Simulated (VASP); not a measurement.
# BeTe (F-43m) in VASP: notebook

BeTe is run at these levels: PBE, LDA, r2SCAN, HSE06; tasks: single point.

Everything below comes from runs of VASP 6.6.1. Logs are shortened: lines on timing, memory, paths and dates and some standing lists are left out, and cuts for length are marked.

**1. The cell of the first run**

It takes space group F-43m (No. 216, cubic). Conventional cell: a = 5.657 Å, b = 5.657 Å, c = 5.657 Å, α = 90.00°, β = 90.00°, γ = 90.00°. Within 3.2 Å of Be (site symmetry -43m) lie 4 Te at 2.45 Å. Te (site symmetry -43m) has 4 Be at 2.45 Å within 3.2 Å.

**2. Single point, PBE**

Input file INCAR:

```
SYSTEM = BeTe
PREC     = Accurate       ! precision mode
ENCUT    = 520            ! plane-wave cutoff, eV
EDIFF    = 1E-6           ! SCF threshold, eV
ISMEAR   = 0              ! smearing method
SIGMA    = 0.01           ! smearing width, eV
LREAL    = .False.        ! projectors in reciprocal space
LASPH    = .True.         ! aspherical terms in the spheres
NELM     = 60             ! most SCF steps
ALGO     = Normal         ! electronic algorithm
ISIF     = 2              ! what is computed and relaxed
LWAVE    = .False.        ! write WAVECAR
LCHARG   = .False.        ! write CHGCAR
GGA      = PE             ! functional
NBANDS   = 11             ! bands
```

Input file KPOINTS:

```
regular mesh
0
Gamma
  4 4 4
  0 0 0
```

Input file POSCAR:

```
BeTe
1.0
    0.0000000000      2.8286236236      2.8286236236
    2.8286236236      0.0000000000      2.8286236236
    2.8286236236      2.8286236236      0.0000000000
Be Te
1 1
Direct
    0.0000000000      0.0000000000      0.0000000000
    0.2500000000      0.2500000000      0.2500000000
```

Potentials or basis: VASP PAW PBE potentials, release 64 (Be, Te).

On the command line:

```sh
$ cat potpaw_PBE.64/Be/POTCAR potpaw_PBE.64/Te/POTCAR > POTCAR
$ mpirun -np 1 vasp_std > vasp.out
```

OUTCAR:

```text
SYSTEM = BeTe
   PREC = Accurate
   ENCUT = 520
   EDIFF = 1E-6
   ISMEAR = 0
   LREAL = .False.
   LASPH = .True.
   NELM = 60
   ISIF = 2
   GGA = PE

 ion  position               nearest neighbor table
   1  0.000  0.000  0.000-   2 2.45   2 2.45   2 2.45   2 2.45
   2  0.250  0.250  0.250-   1 2.45   1 2.45   1 2.45   1 2.45

  LATTYP: Found a face centered cubic cell.
 ALAT       =     5.6572472472

  Lattice vectors:

 A1 = (   0.0000000000,   2.8286236236,   2.8286236236)
 A2 = (   2.8286236236,   0.0000000000,   2.8286236236)
 A3 = (   2.8286236236,   2.8286236236,   0.0000000000)

Analysis of symmetry for initial positions (statically):
=====================================================================
 Subroutine PRICEL returns:
 Original cell was already a primitive cell.

 Routine SETGRP: Setting up the symmetry group for a
 face centered cubic supercell.

 Subroutine GETGRP returns: Found 24 space group operations
 (whereof 24 operations were pure point group operations)
 out of a pool of 48 trial point group operations.

The static configuration has the point symmetry T_d .

Analysis of symmetry for dynamics (positions and initial velocities):
=====================================================================
 Subroutine PRICEL returns:
 Original cell was already a primitive cell.

 Routine SETGRP: Setting up the symmetry group for a
 face centered cubic supercell.

 Subroutine GETGRP returns: Found 24 space group operations
 (whereof 24 operations were pure point group operations)
 out of a pool of 48 trial point group operations.

The dynamic configuration has the point symmetry T_d .

 Subroutine INISYM returns: Found 24 space group operations
 (whereof 24 operations are pure point group operations),
 and found     1 'primitive' translations

----------------------------------------------------------------------------------------

                                     Primitive cell

  volume of cell :      45.2643

  direct lattice vectors                    reciprocal lattice vectors
     0.000000000  2.828623624  2.828623624    -0.176764415  0.176764415  0.176764415
     2.828623624  0.000000000  2.828623624     0.176764415 -0.176764415  0.176764415
     2.828623624  2.828623624  0.000000000     0.176764415  0.176764415 -0.176764415

  length of vectors
     4.000277891  4.000277891  4.000277891     0.306164948  0.306164948  0.306164948

  position of ions in fractional coordinates (direct lattice)
     0.000000000  0.000000000  0.000000000
     0.250000000  0.250000000  0.250000000

  ion indices of the primitive-cell ions
   primitive index   ion index
                 1           1
                 2           2

----------------------------------------------------------------------------------------

 KPOINTS: regular mesh

Automatic generation of k-mesh.
 Grid dimensions read from file:
 generate k-points for:    4    4    4

 Generating k-lattice:

  Cartesian coordinates                     Fractional coordinates (reciprocal lattice)
    -0.044191104  0.044191104  0.044191104     0.250000000  0.000000000  0.000000000
     0.044191104 -0.044191104  0.044191104     0.000000000  0.250000000  0.000000000
     0.044191104  0.044191104 -0.044191104     0.000000000  0.000000000  0.250000000

  Length of vectors
     0.076541237  0.076541237  0.076541237

  Shift w.r.t. Gamma in fractional coordinates (k-lattice)
     0.000000000  0.000000000  0.000000000

 Subroutine IBZKPT returns following result:
 ===========================================

 Found      8 irreducible k-points:

 Following reciprocal coordinates:
            Coordinates               Weight
  0.000000  0.000000  0.000000      1.000000
  0.250000  0.000000  0.000000      8.000000
  0.500000  0.000000  0.000000      4.000000
  0.250000  0.250000  0.000000      6.000000
  0.500000  0.250000  0.000000     24.000000
 -0.250000  0.250000  0.000000     12.000000
  0.500000  0.500000  0.000000      3.000000
 -0.250000  0.500000  0.250000      6.000000
   k-points           NKPTS =      8   k-points in BZ     NKDIM =      8   number of bands    NBANDS=     11
   number of dos      NEDOS =    301   number of ions     NIONS =      2
   total plane-waves  NPLWV =  27000
   dimension x,y,z NGX =    30 NGY =   30 NGZ =   30
   dimension x,y,z NGXF=    60 NGYF=   60 NGZF=   60
   ions per type =               1   1
   NGX,Y,Z   is equivalent  to a cutoff of  12.47, 12.47, 12.47 a.u.
   NGXF,Y,Z  is equivalent  to a cutoff of  24.94, 24.94, 24.94 a.u.
 SYSTEM =  BeTe
   PREC   = accura    normal or accurate (medium, high low for compatibility)
   ISTART =      0    job   : 0-new  1-cont  2-samecut
   ICHARG =      2    charge: 1-file 2-atom 10-const
   ISPIN  =      1    spin polarized calculation?
   LNONCOLLINEAR =      F non collinear calculations
   LSORBIT =      F    spin-orbit coupling
   LASPH  =      T    aspherical Exc in radial PAW
   ENCUT  =  520.0 eV  38.22 Ry    6.18 a.u.   7.44  7.44  7.44*2*pi/ulx,y,z
   NELM   =     60;   NELMIN=  2; NELMDL= -5     # of ELM steps
   EDIFF  = 0.1E-05   stopping-criterion for ELM
   LREAL  =      F    real-space projection
   EDIFFG = 0.1E-04   stopping-criterion for IOM
   NSW    =      0    number of steps for IOM
   IBRION =     -1    ionic relax: 0-MD 1-quasi-New 2-CG
   NFREE  =      0    steps in history (QN), initial steepest desc. (CG)
   ISIF   =      2    stress and relaxation
   ISYM   =      2    0-nonsym 1-usesym 2-fastsym
   POTIM  = 0.5000    time-step for ionic-motion
   TEBEG  =    0.0;   TEEND  =   0.0 temperature during run
   PSTRESS=    0.0 pullay stress
   NELECT =       8.0000    total number of electrons
   NUPDOWN=      -1.0000    fix difference up-down
   EMIN   =  10.00;   EMAX   =-10.00  energy-range for DOS
   EFERMI =   0.00;   METHOD = LEGACY
   ISMEAR =     0;   SIGMA  =   0.01  broadening in eV -4-tet -1-fermi 0-gaus
   EFERMI_NEDOS =   21; number of points for ismear=-14 and -15
   IALGO  =     38    algorithm
   IMIX   =      4    mixing-type and parameters
     AMIX     =   0.40;   BMIX     =  1.00
     AMIX_MAG =   1.60;   BMIX_MAG =  1.00
  volume/ion in A,a.u.               =      22.63       152.73
  Fermi-wavevector in a.u.,A,eV,Ry     =   0.918727  1.736142 11.484116  0.844059
  Thomas-Fermi vector in A             =   2.043841
   LORBIT       =      0    0 simple, 1 ext, 2 COOP (PROOUT), +10 PAW based schemes
   GGA     = PE    functional components
   LHFCALC =     F    Hartree Fock is set to
   AEXX    =    0.0000 exact exchange contribution
   IVDW    =     0    specifies the selected vdW correction
   LEPSILON=     F    determine dielectric tensor
   LRPA    =     F    only Hartree local field effects (RPA)
 non-spin polarized calculation
 Gauss-broadening in eV      SIGMA  =   0.01
  energy-cutoff  :      520.00
  volume of cell :       45.26
 maximum number of plane-waves:      1243
 NGX is ok and might be reduce to    30
   NGX = 15   NGY = 15   NGZ = 15

 number of electron       8.0000000 magnetization

 Free energy of the ion-electron system (eV)
  ---------------------------------------------------
  ext. energy  EPLUGINS =         0.00000000
  ---------------------------------------------------
  free energy    TOTEN  =        -7.54720714 eV

  energy without entropy =       -7.54720714  energy(sigma->0) =       -7.54720714

 E-fermi :   5.0867     XC(G=0):  -8.9893

 val. band max:        4.9691444428   @ k =   0.0000   0.0000   0.0000
 cond. band min:       6.9658289018   @ k =   0.5000   0.5000   0.0000
 fundamental gap:      1.9966844590
 Fermi energy:         5.0866545014

 k-point     1 :       0.0000    0.0000    0.0000
  band No.  band energies     occupation
      1      -7.2384      2.00000
      2       4.9691      2.00000
      3       4.9691      2.00000
      4       4.9691      2.00000
      5       8.5773      0.00000
      6       8.5773      0.00000
      7       8.5773      0.00000
      8       8.6914      0.00000
      9      13.2604      0.00000
     10      15.1753      0.00000
     11      15.1753      0.00000

 k-point     2 :       0.2500    0.0000    0.0000
  band No.  band energies     occupation
      1      -6.6939      2.00000
      2       1.6914      2.00000
      3       4.3078      2.00000
      4       4.3078      2.00000
      5       8.2455      0.00000
      6       9.4403      0.00000
      7       9.4403      0.00000
      8      11.9268      0.00000
      9      13.9878      0.00000
     10      13.9878      0.00000
     11      14.0016      0.00000

 k-point     3 :       0.5000    0.0000    0.0000
  band No.  band energies     occupation
      1      -5.9240      2.00000
      2      -0.4935      2.00000
      3       3.8563      2.00000
      4       3.8563      2.00000
      5       8.0023      0.00000
      6       9.5530      0.00000
      7       9.5530      0.00000
      8      12.7852      0.00000
      9      15.8436      0.00000
     10      16.4130      0.00000
     11      16.4130      0.00000

 k-point     4 :       0.2500    0.2500    0.0000
  band No.  band energies     occupation
      1      -6.5083      2.00000
      2       2.0956      2.00000
      3       3.3195      2.00000
      4       3.3195      2.00000
      5       7.5816      0.00000
      6       9.3491      0.00000
      7      11.3664      0.00000
      8      11.3664      0.00000
      9      13.5370      0.00000
     10      15.6974      0.00000
     11      16.1420      0.00000

 k-point     5 :       0.5000    0.2500    0.0000
  band No.  band energies     occupation
      1      -5.7167      2.00000
      2       0.1854      2.00000
      3       2.0265      2.00000
      4       2.9856      2.00000
      5       7.9372      0.00000
      6      10.4755      0.00000
      7      11.4342      0.00000
      8      11.7746      0.00000
      9      15.2741      0.00000
     10      16.6824      0.00000
     11      17.2527      0.00000

 k-point     6 :      -0.2500    0.2500    0.0000
  band No.  band energies     occupation
      1      -5.9929      2.00000
      2       0.6670      2.00000
      3       1.8519      2.00000
      4       3.7841      2.00000
      5       8.7076      0.00000
      6      10.4674      0.00000
      7      11.0931      0.00000
      8      11.5476      0.00000
      9      13.3643      0.00000
     10      14.7824      0.00000
     11      17.2676      0.00000

 k-point     7 :       0.5000    0.5000    0.0000
  band No.  band energies     occupation
      1      -5.4436      2.00000
      2      -0.0819      2.00000
      3       2.3692      2.00000
      4       2.3692      2.00000
      5       6.9658      0.00000
      6       7.6437      0.00000
      7      14.5812      0.00000
      8      14.5812      0.00000
      9      16.4280      0.00000
     10      17.8380      0.00000
     11      18.3256      0.00000

 k-point     8 :      -0.2500    0.5000    0.2500
  band No.  band energies     occupation
      1      -5.4114      2.00000
      2       0.4346      2.00000
      3       1.3412      2.00000
      4       1.8203      2.00000
      5      10.2431      0.00000
      6      10.4854      0.00000
      7      10.5164      0.00000
      8      11.0846      0.00000
      9      15.7800      0.00000
     10      16.5807      0.00000
     11      17.7245      0.00000

------------------------ aborting loop because EDIFF is reached ----------------------------------------

  FORCE on cell =-STRESS in cart. coord.  units (eV):
  Direction    XX          YY          ZZ          XY          YZ          ZX
  --------------------------------------------------------------------------------------
  -------------------------------------------------------------------------------------
  Total        0.2181409      0.2181409      0.2181409      0.0000000      0.0000000      0.0000000
  in kB        7.7213311      7.7213311      7.7213311      0.0000000      0.0000000      0.0000000
  external PRESSURE =       7.7213311 kB  Pullay stress =       0.0000000 kB

 VOLUME and BASIS-vectors are now :
 -----------------------------------------------------------------------------
  energy-cutoff  :      520.00
  volume of cell :       45.26
      direct lattice vectors                 reciprocal lattice vectors
     0.000000000  2.828623624  2.828623624    -0.176764415  0.176764415  0.176764415
     2.828623624  0.000000000  2.828623624     0.176764415 -0.176764415  0.176764415
     2.828623624  2.828623624  0.000000000     0.176764415  0.176764415 -0.176764415

 POSITION                                       TOTAL-FORCE (eV/Angst)
 -----------------------------------------------------------------------------------
      0.00000      0.00000      0.00000         0.000000      0.000000      0.000000
      1.41431      1.41431      1.41431        -0.000000     -0.000000     -0.000000
 -----------------------------------------------------------------------------------
    total drift:                                0.000000      0.000000      0.000000

  FREE ENERGIE OF THE ION-ELECTRON SYSTEM (eV)
  ---------------------------------------------------
  free  energy   TOTEN  =        -7.5472071449 eV

  energy  without entropy=       -7.5472071449  energy(sigma->0) =       -7.54720714
```

Wall time 3.9 s (1 thread of AMD EPYC 9R45 (Zen 5), shared host); peak memory 0.13 GiB.

What came out:

```
Free energy            : -7.5472 eV
Pressure               : 0.8 GPa
Band gap on the k mesh : 2.00 eV, indirect (least direct gap 3.61 eV)
```

Caveat: the k points lie up to 0.48 Å⁻¹ apart; spin-orbit coupling is left out, which moves the levels of the heavy elements. A k mesh can miss the band edges.

**3. Single point, LDA**

Input file INCAR:

```
  ALGO = Normal
  EDIFF = 1E-6
  ENCUT = 520
  ISIF = 2
  ISMEAR = 0
  LASPH = True
  LCHARG = False
  LREAL = False
  LWAVE = False
  NBANDS = 11
  NELM = 100
  PREC = Accurate
  SIGMA = 0.01
```

Input file KPOINTS:

```
k-points
0
Gamma
  4 4 4
```

POSCAR is that of step 2.

Potentials or basis: VASP PAW LDA potentials, release 64 (Be, Te).

On the command line:

```sh
$ cat potpaw_LDA.64/Be/POTCAR potpaw_LDA.64/Te/POTCAR > POTCAR
$ mpirun -np 1 vasp_std > vasp.out
```

OUTCAR:

```text
EDIFF = 1E-6
   ENCUT = 520
   ISIF = 2
   ISMEAR = 0
   LASPH = True
   LREAL = False
   NELM = 100
   PREC = Accurate

 ion  position               nearest neighbor table
   1  0.000  0.000  0.000-   2 2.45   2 2.45   2 2.45   2 2.45
   2  0.250  0.250  0.250-   1 2.45   1 2.45   1 2.45   1 2.45

  LATTYP: Found a face centered cubic cell.
 ALAT       =     5.6572472472

  Lattice vectors:

 A1 = (   0.0000000000,   2.8286236236,   2.8286236236)
[... 279 lines left out ...]

------------------------ aborting loop because EDIFF is reached ----------------------------------------

  FORCE on cell =-STRESS in cart. coord.  units (eV):
  Direction    XX          YY          ZZ          XY          YZ          ZX
  --------------------------------------------------------------------------------------
  -------------------------------------------------------------------------------------
  Total       -0.7057507     -0.7057507     -0.7057507      0.0000000      0.0000000     -0.0000000
  in kB      -24.9808052    -24.9808052    -24.9808052      0.0000000      0.0000000     -0.0000000
  external PRESSURE =     -24.9808052 kB  Pullay stress =       0.0000000 kB

 VOLUME and BASIS-vectors are now :
 -----------------------------------------------------------------------------
  energy-cutoff  :      520.00
  volume of cell :       45.26
      direct lattice vectors                 reciprocal lattice vectors
     0.000000000  2.828623624  2.828623624    -0.176764415  0.176764415  0.176764415
     2.828623624  0.000000000  2.828623624     0.176764415 -0.176764415  0.176764415
     2.828623624  2.828623624  0.000000000     0.176764415  0.176764415 -0.176764415

 POSITION                                       TOTAL-FORCE (eV/Angst)
 -----------------------------------------------------------------------------------
      0.00000      0.00000      0.00000        -0.000000     -0.000000     -0.000000
      1.41431      1.41431      1.41431         0.000000      0.000000      0.000000
 -----------------------------------------------------------------------------------
    total drift:                                0.000000      0.000000      0.000000

  FREE ENERGIE OF THE ION-ELECTRON SYSTEM (eV)
  ---------------------------------------------------
  free  energy   TOTEN  =        -8.6272083987 eV

  energy  without entropy=       -8.6272083987  energy(sigma->0) =       -8.62720840
```

It took 2.7 s on 1 thread of AMD EPYC 9R45 (Zen 5), shared host; peak memory 0.11 GiB.

Results:

```yaml
Free_energy: -8.6272 eV
Pressure: -2.5 GPa
Band_gap_on_the_k_mesh: 1.88 eV, indirect (least direct gap 3.58 eV)
```

Levels at points of the mesh, in eV from the valence-band top:
```tsv
k point	band 1	band 2	band 3	band 4	band 5	band 6	band 7	band 8	band 9
(0.00, 0.00, 0.00)	-12.23	0.00	0.00	0.00	3.58	3.58	3.58	3.62	8.13
(0.50, 0.00, 0.00)	-10.93	-5.46	-1.11	-1.11	3.00	4.54	4.54	7.63	10.66
(0.50, 0.50, 0.00)	-10.46	-5.02	-2.60	-2.60	1.88	2.65	9.50	9.50	11.27
```

Caveat: the k points lie up to 0.48 Å⁻¹ apart; spin-orbit coupling is left out, which moves the levels of the heavy elements.

[end of part 1 of 2]
